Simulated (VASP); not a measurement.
Set up this calculation in VASP 6.6.1, as the native input.

- Task: single point
- Functional: PBE
- Potentials or basis: VASP PAW PBE potentials, release 64 (Te, Pb_d)
- Cutoff: 500 eV
- k mesh: 6 × 6 × 6
- Occupations: gaussian, width 0.01 eV
- Spin: no spin polarisation
- Dipole correction: no
- Further INCAR settings: ALGO = Normal; EDIFF = 1e-06; NBANDS = 17

The structure of TePb lies in POSCAR:

```
TePb
1.0
    4.2376422474      0.0000000000      0.0000000000
    2.1188211237      3.6699058384      0.0000000000
    2.1188211237      1.2233019461      3.4600204062
Te Pb
1 1
Direct
    0.5000000000      0.5000000000      0.5000000000
    0.0000000000      0.0000000000      0.0000000000
```

These files were run (other wordings do the same):

INCAR

```
PREC = Accurate ; ENCUT = 500
EDIFF = 1E-6 ; ISMEAR = 0
SIGMA = 0.01 ; LREAL = F
LASPH = T ; NELM = 120
ALGO = Normal ; ISIF = 2
LWAVE = F ; LCHARG = F
GGA = PE ; NBANDS = 17
GGA_COMPAT = F
```

KPOINTS

```
Automatic mesh
0
Gamma
  6 6 6
```

Potentials or basis: VASP PAW PBE potentials, release 64 (Te, Pb_d).

Command:

```bash
$ cat potpaw_PBE.64/Te/POTCAR potpaw_PBE.64/Pb_d/POTCAR > POTCAR
$ mpirun -np 1 vasp_std > vasp.out
```

It gave:

The pressure is 20.0 GPa. The band gap on the k mesh is 0.08 eV.

Caveat: the cell stands under pressure; spin-orbit coupling is left out, which moves the levels of the heavy elements.

It took 8.1 s on 1 thread of Intel(R) Xeon(R) 6975P-C (Granite Rapids), on a shared host, peak memory 0.17 GiB.
